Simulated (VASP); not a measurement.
# AlN (Pna2_1) in VASP: notebook

Runs on AlN. Level: PBE. Tasks: single point.

Everything below comes from runs of VASP 6.6.1. Logs are shortened: lines on timing, memory, paths and dates and some standing lists are left out, and cuts for length are marked.

### 1 The cell of the first run

The structure is orthorhombic, space group Pna2_1 (No. 33). Conventional cell: a = 5.422 Å, b = 3.130 Å, c = 5.018 Å, α = 90.00°, β = 90.00°, γ = 90.00°. Within 2.5 Å of Al (site symmetry 1) lie 4 N at 1.88 to 1.99 Å. Within 2.5 Å of N (site symmetry 1) lie 4 Al at 1.88 to 1.99 Å.

### 2 Single point, PBE (mode 4 (223.6 1/cm) frozen in, largest displacement -0.300 Å)

File INCAR:

```
  PREC = Accurate
  ENCUT = 520
  EDIFF = 1E-6
  ISMEAR = 0
  SIGMA = 0.05
  LREAL = F
  LASPH = T
  NELM = 80
  ALGO = Normal
  ISIF = 2
  LWAVE = F
  LCHARG = F
  GGA = PE
  NBANDS = 26
```

File KPOINTS:

```
Automatic mesh
0
Gamma
  8 6 4
```

File POSCAR:

```
AlN
1.0
   -3.1302395625      0.0000000000      0.0000000000
    0.0000000000      0.0000000000     -5.0179796543
    0.0000000000     -5.4217339621      0.0000000000
Al N
4 4
Direct
    0.4041606899      0.9982712825      0.1666666667
    0.0958393101      0.9982712825      0.6666666667
   -0.0958393101      0.4982712825      0.3333333333
    0.5958393101      0.4982712825      0.8333333333
    0.4134431954      0.6167287175      0.1666666667
    0.0865568046      0.6167287175      0.6666666667
   -0.0865568046      0.1167287175      0.3333333333
    0.5865568046      0.1167287175      0.8333333333
```

Potentials or basis: VASP PAW PBE potentials, release 64 (Al, N).

On the command line:

```
$ cat potpaw_PBE.64/Al/POTCAR potpaw_PBE.64/N/POTCAR > POTCAR
$ mpirun -np 1 vasp_std > vasp.out
```

OUTCAR:

```text
PREC = Accurate
   ENCUT = 520
   EDIFF = 1E-6
   ISMEAR = 0
   LREAL = F
   LASPH = T
   NELM = 80
   ISIF = 2
   GGA = PE

 ion  position               nearest neighbor table
   1  0.404  0.998  0.167-   7 1.88   5 1.91   7 1.93   8 1.99   2 2.88   2 2.88   3 3.09   3 3.09
                             3 3.09   3 3.09   4 3.15   4 3.15
   2  0.096  0.998  0.667-   8 1.88   6 1.91   8 1.93   7 1.99   1 2.88   1 2.88   4 3.09   4 3.09
                             4 3.09   4 3.09   3 3.15   3 3.15
   3  0.904  0.498  0.333-   5 1.88   7 1.91   5 1.93   6 1.99   4 2.88   4 2.88   1 3.09   1 3.09
                             1 3.09   1 3.09   2 3.15   2 3.15
   4  0.596  0.498  0.833-   6 1.88   8 1.91   6 1.93   5 1.99   3 2.88   3 2.88   2 3.09   2 3.09
                             2 3.09   2 3.09   1 3.15   1 3.15
   5  0.413  0.617  0.167-   3 1.88   1 1.91   3 1.93   4 1.99
   6  0.087  0.617  0.667-   4 1.88   2 1.91   4 1.93   3 1.99
   7  0.913  0.117  0.333-   1 1.88   3 1.91   1 1.93   2 1.99
   8  0.587  0.117  0.833-   2 1.88   4 1.91   2 1.93   1 1.99

  LATTYP: Found a simple orthorhombic cell.
 ALAT       =     3.1302395625
 B/A-ratio  =     1.6030656933
 C/A-ratio  =     1.7320508076

  Lattice vectors:

 A1 = (  -3.1302395625,   0.0000000000,   0.0000000000)
 A2 = (   0.0000000000,   0.0000000000,  -5.0179796543)
 A3 = (   0.0000000000,  -5.4217339621,   0.0000000000)

Analysis of symmetry for initial positions (statically):
=====================================================================
 Subroutine PRICEL returns:
 Original cell was already a primitive cell.

 Routine SETGRP: Setting up the symmetry group for a
 simple orthorhombic supercell.

 Subroutine GETGRP returns: Found  4 space group operations
 (whereof  1 operations were pure point group operations)
 out of a pool of  8 trial point group operations.

The static configuration has the point symmetry C_1 .
 The point group associated with its full space group is C_2v.

Analysis of symmetry for dynamics (positions and initial velocities):
=====================================================================
 Subroutine PRICEL returns:
 Original cell was already a primitive cell.

 Routine SETGRP: Setting up the symmetry group for a
 simple orthorhombic supercell.

 Subroutine GETGRP returns: Found  4 space group operations
 (whereof  1 operations were pure point group operations)
 out of a pool of  8 trial point group operations.

The dynamic configuration has the point symmetry C_1 .
 The point group associated with its full space group is C_2v.

 Subroutine INISYM returns: Found  4 space group operations
 (whereof  1 operations are pure point group operations),
 and found     1 'primitive' translations

----------------------------------------------------------------------------------------

                                     Primitive cell

  volume of cell :      85.1618

  direct lattice vectors                    reciprocal lattice vectors
    -3.130239562  0.000000000  0.000000000    -0.319464367  0.000000000  0.000000000
     0.000000000  0.000000000 -5.017979654     0.000000000  0.000000000 -0.199283391
     0.000000000 -5.421733962  0.000000000     0.000000000 -0.184442838  0.000000000

  length of vectors
     3.130239562  5.017979654  5.421733962     0.319464367  0.199283391  0.184442838

  position of ions in fractional coordinates (direct lattice)
     0.404160690  0.998271282  0.166666667
     0.095839310  0.998271282  0.666666667
     0.904160690  0.498271282  0.333333333
     0.595839310  0.498271282  0.833333333
     0.413443195  0.616728718  0.166666667
     0.086556805  0.616728718  0.666666667
     0.913443195  0.116728718  0.333333333
     0.586556805  0.116728718  0.833333333

  ion indices of the primitive-cell ions
   primitive index   ion index
                 1           1
                 2           2
                 3           3
                 4           4
                 5           5
                 6           6
                 7           7
                 8           8

----------------------------------------------------------------------------------------

 KPOINTS: Automatic mesh

Automatic generation of k-mesh.
 Grid dimensions read from file:
 generate k-points for:    8    6    4

 Generating k-lattice:

  Cartesian coordinates                     Fractional coordinates (reciprocal lattice)
    -0.039933046  0.000000000  0.000000000     0.125000000  0.000000000  0.000000000
     0.000000000  0.000000000 -0.033213898     0.000000000  0.166666667  0.000000000
     0.000000000 -0.046110710  0.000000000     0.000000000  0.000000000  0.250000000

  Length of vectors
     0.039933046  0.033213898  0.046110710

  Shift w.r.t. Gamma in fractional coordinates (k-lattice)
     0.000000000  0.000000000  0.000000000

 Subroutine IBZKPT returns following result:
 ===========================================

 Found     60 irreducible k-points:

 Following reciprocal coordinates:
            Coordinates               Weight
  0.000000  0.000000  0.000000      1.000000
  0.125000  0.000000  0.000000      2.000000
  0.250000  0.000000  0.000000      2.000000
  0.375000  0.000000  0.000000      2.000000
  0.500000  0.000000  0.000000      1.000000
  0.000000  0.166667  0.000000      2.000000
[... 16 lines left out ...]
  0.250000  0.000000  0.250000      4.000000
  0.375000  0.000000  0.250000      4.000000
 [... further k-points ...]
   k-points           NKPTS =     60   k-points in BZ     NKDIM =     60   number of bands    NBANDS=     26
   number of dos      NEDOS =    301   number of ions     NIONS =      8
   total plane-waves  NPLWV =  38400
   dimension x,y,z NGX =    24 NGY =   40 NGZ =   40
   dimension x,y,z NGXF=    48 NGYF=   80 NGZF=   80
   ions per type =               4   4
   NGX,Y,Z   is equivalent  to a cutoff of  12.75, 13.25, 12.27 a.u.
   NGXF,Y,Z  is equivalent  to a cutoff of  25.49, 26.50, 24.53 a.u.
 SYSTEM =  unknown system
   PREC   = accura    normal or accurate (medium, high low for compatibility)
   ISTART =      0    job   : 0-new  1-cont  2-samecut
   ICHARG =      2    charge: 1-file 2-atom 10-const
   ISPIN  =      1    spin polarized calculation?
   LNONCOLLINEAR =      F non collinear calculations
   LSORBIT =      F    spin-orbit coupling
   LASPH  =      T    aspherical Exc in radial PAW
   ENCUT  =  520.0 eV  38.22 Ry    6.18 a.u.   5.82  9.33 10.08*2*pi/ulx,y,z
   NELM   =     80;   NELMIN=  2; NELMDL= -5     # of ELM steps
   EDIFF  = 0.1E-05   stopping-criterion for ELM
   LREAL  =      F    real-space projection
   EDIFFG = 0.1E-04   stopping-criterion for IOM
   NSW    =      0    number of steps for IOM
   IBRION =     -1    ionic relax: 0-MD 1-quasi-New 2-CG
   NFREE  =      0    steps in history (QN), initial steepest desc. (CG)
   ISIF   =      2    stress and relaxation
   ISYM   =      2    0-nonsym 1-usesym 2-fastsym
   POTIM  = 0.5000    time-step for ionic-motion
   TEBEG  =    0.0;   TEEND  =   0.0 temperature during run
   PSTRESS=    0.0 pullay stress
   NELECT =      32.0000    total number of electrons
   NUPDOWN=      -1.0000    fix difference up-down
   EMIN   =  10.00;   EMAX   =-10.00  energy-range for DOS
   EFERMI =   0.00;   METHOD = LEGACY
   ISMEAR =     0;   SIGMA  =   0.05  broadening in eV -4-tet -1-fermi 0-gaus
   EFERMI_NEDOS =   21; number of points for ismear=-14 and -15
   IALGO  =     38    algorithm
   IMIX   =      4    mixing-type and parameters
     AMIX     =   0.40;   BMIX     =  1.00
     AMIX_MAG =   1.60;   BMIX_MAG =  1.00
  volume/ion in A,a.u.               =      10.65        71.84
  Fermi-wavevector in a.u.,A,eV,Ry     =   1.181345  2.232418 18.987951  1.395575
  Thomas-Fermi vector in A             =   2.317620
   LORBIT       =      0    0 simple, 1 ext, 2 COOP (PROOUT), +10 PAW based schemes
   GGA     = PE    functional components
   LHFCALC =     F    Hartree Fock is set to
   AEXX    =    0.0000 exact exchange contribution
   IVDW    =     0    specifies the selected vdW correction
   LEPSILON=     F    determine dielectric tensor
   LRPA    =     F    only Hartree local field effects (RPA)
 non-spin polarized calculation
 Gauss-broadening in eV      SIGMA  =   0.05
  energy-cutoff  :      520.00
  volume of cell :       85.16
 maximum number of plane-waves:      2320
 NGX is ok and might be reduce to    24
   NGX = 11   NGY = 19   NGZ = 21

 number of electron      31.9999996 magnetization

 Free energy of the ion-electron system (eV)
  ---------------------------------------------------
  ext. energy  EPLUGINS =         0.00000000
  ---------------------------------------------------
  free energy    TOTEN  =       -58.29283550 eV

  energy without entropy =      -58.29283550  energy(sigma->0) =      -58.29283550

 E-fermi :   6.5044     XC(G=0): -10.8747

 val. band max:        6.2490589617   @ k =   0.0000   0.0000   0.0000
 cond. band min:       9.6392284335   @ k =   0.0000   0.0000   0.0000
 fundamental gap:      3.3901694718
 Fermi energy:         6.5043952969

 k-point     1 :       0.0000    0.0000    0.0000
  band No.  band energies     occupation
      1      -9.0290      2.00000
      2      -7.0841      2.00000
      3      -6.9480      2.00000
      4      -6.3323      2.00000
      5       0.1045      2.00000
      6       0.6275      2.00000
[... 18 lines left out ...]
     25      16.5884      0.00000
     26      16.9899      0.00000

 k-point     2 :       0.1250    0.0000    0.0000
  band No.  band energies     occupation
      1      -8.8814      2.00000
      2      -6.9878      2.00000
      3      -6.8751      2.00000
      4      -6.3092      2.00000
      5       0.2787      2.00000
      6       0.7711      2.00000
[... 18 lines left out ...]
     25      16.3256      0.00000
     26      16.7805      0.00000

 k-point     3 :       0.2500    0.0000    0.0000
  band No.  band energies     occupation
      1      -8.4611      2.00000
      2      -6.7333      2.00000
      3      -6.7216      2.00000
      4      -6.2759      2.00000
      5       0.7714      2.00000
      6       1.1357      2.00000
[... 18 lines left out ...]
     25      16.0923      0.00000
     26      16.6560      0.00000

 k-point     4 :       0.3750    0.0000    0.0000
  band No.  band energies     occupation
      1      -7.8465      2.00000
      2      -6.7562      2.00000
      3      -6.4293      2.00000
      4      -6.2377      2.00000
      5       1.1160      2.00000
      6       1.5892      2.00000
[... 18 lines left out ...]
     25      16.1236      0.00000
     26      16.7014      0.00000

 k-point     5 :       0.5000    0.0000    0.0000
  band No.  band energies     occupation
      1      -7.1967      2.00000
      2      -7.1967      2.00000
      3      -6.2381      2.00000
      4      -6.2381      2.00000
      5       1.2314      2.00000
      6       1.2314      2.00000
[... 18 lines left out ...]
     25      16.6417      0.00000
     26      16.6417      0.00000

 k-point     6 :       0.0000    0.1667    0.0000
  band No.  band energies     occupation
      1      -8.9253      2.00000
      2      -7.1471      2.00000
      3      -7.0306      2.00000
      4      -6.3762      2.00000
      5       0.4604      2.00000
      6       0.4990      2.00000
[... 427 lines left out ...]
 k-point    21 :       0.0000    0.0000    0.2500
  band No.  band energies     occupation
      1      -8.8317      2.00000
      2      -7.5411      2.00000
      3      -6.8310      2.00000
      4      -6.3250      2.00000
      5       0.3393      2.00000
      6       1.1997      2.00000
[... 18 lines left out ...]
     25      16.1105      0.00000
     26      17.3781      0.00000

 k-point    22 :       0.1250    0.0000    0.2500
  band No.  band energies     occupation
      1      -8.6883      2.00000
      2      -7.4334      2.00000
      3      -6.7622      2.00000
      4      -6.2938      2.00000
      5       0.5102      2.00000
      6       1.3253      2.00000
[... 18 lines left out ...]
     25      16.1604      0.00000
     26      17.2774      0.00000

 k-point    23 :       0.2500    0.0000    0.2500
  band No.  band energies     occupation
      1      -8.2829      2.00000
      2      -7.1509      2.00000
      3      -6.6063      2.00000
      4      -6.2426      2.00000
      5       0.9833      2.00000
      6       1.5290      2.00000
[... 18 lines left out ...]
     25      16.1576      0.00000
     26      16.7389      0.00000

 k-point    24 :       0.3750    0.0000    0.2500
  band No.  band energies     occupation
      1      -7.7005      2.00000
      2      -6.8851      2.00000
      3      -6.4913      2.00000
      4      -6.2378      2.00000
      5       0.9251      2.00000
      6       1.3195      2.00000
[... 18 lines left out ...]
     25      16.1610      0.00000
     26      16.7590      0.00000

 [... further k-points ...]

------------------------ aborting loop because EDIFF is reached ----------------------------------------

  FORCE on cell =-STRESS in cart. coord.  units (eV):
  Direction    XX          YY          ZZ          XY          YZ          ZX
  --------------------------------------------------------------------------------------
  -------------------------------------------------------------------------------------
  Total       -4.2061850      1.5241443     -1.5216246      0.0000000      0.0000000      0.0000000
  in kB      -79.1323895     28.6742459    -28.6268411      0.0000000      0.0000000      0.0000000
  external PRESSURE =     -26.3616616 kB  Pullay stress =       0.0000000 kB

 VOLUME and BASIS-vectors are now :
 -----------------------------------------------------------------------------
  energy-cutoff  :      520.00
  volume of cell :       85.16
      direct lattice vectors                 reciprocal lattice vectors
    -3.130239562  0.000000000  0.000000000    -0.319464367  0.000000000  0.000000000
     0.000000000  0.000000000 -5.017979654     0.000000000  0.000000000 -0.199283391
     0.000000000 -5.421733962  0.000000000     0.000000000 -0.184442838  0.000000000

 POSITION                                       TOTAL-FORCE (eV/Angst)
 -----------------------------------------------------------------------------------
     -1.26512     -0.90362     -5.00930        -1.396306      0.500231     -0.070748
     -0.30000     -3.61449     -5.00930         1.396306      0.500231     -0.070748
     -2.83024     -1.80724     -2.50032        -1.396306     -0.500231     -0.070748
     -1.86512     -4.51811     -2.50032         1.396306     -0.500231     -0.070748
     -1.29418     -0.90362     -3.09473        -0.739614      0.570505      0.070748
     -0.27094     -3.61449     -3.09473         0.739614      0.570505      0.070748
     -2.85930     -1.80724     -0.58574        -0.739614     -0.570505      0.070748
     -1.83606     -4.51811     -0.58574         0.739614     -0.570505      0.070748
 -----------------------------------------------------------------------------------
    total drift:                               -0.000000      0.000001      0.001211

  FREE ENERGIE OF THE ION-ELECTRON SYSTEM (eV)
  ---------------------------------------------------
  free  energy   TOTEN  =       -58.2928355040 eV

  energy  without entropy=      -58.2928355040  energy(sigma->0) =      -58.29283550
```

It took 36 s on 1 thread of Intel Xeon 6975P-C (Granite Rapids), shared host; peak memory 0.23 GiB.

Results:

```
Free energy            : -58.2928 eV
Pressure               : -2.6 GPa
Largest force          : 1.485 eV/Å
Band gap on the k mesh : 3.39 eV, direct
```

Forces on the atoms (eV/Å):
```
Al  -1.396  0.500 -0.071
Al   1.396  0.500 -0.071
Al  -1.396 -0.500 -0.071
Al   1.396 -0.500 -0.071
N   -0.740  0.571  0.071
N    0.740  0.571  0.071
N   -0.740 -0.571  0.071
N    0.740 -0.571  0.071
```

Stress tensor (GPa, compression positive):
```
-7.91  0.00  0.00
 0.00  2.87  0.00
 0.00  0.00 -2.86
```

Caveat: the cell differs from its parent crystal (mode 4 (223.6 1/cm) frozen in, largest displacement -0.300 Å); forces of over 1 eV/Å act on the atoms, so gaps and moduli don't describe the material at rest.

[end of part 1 of 2]
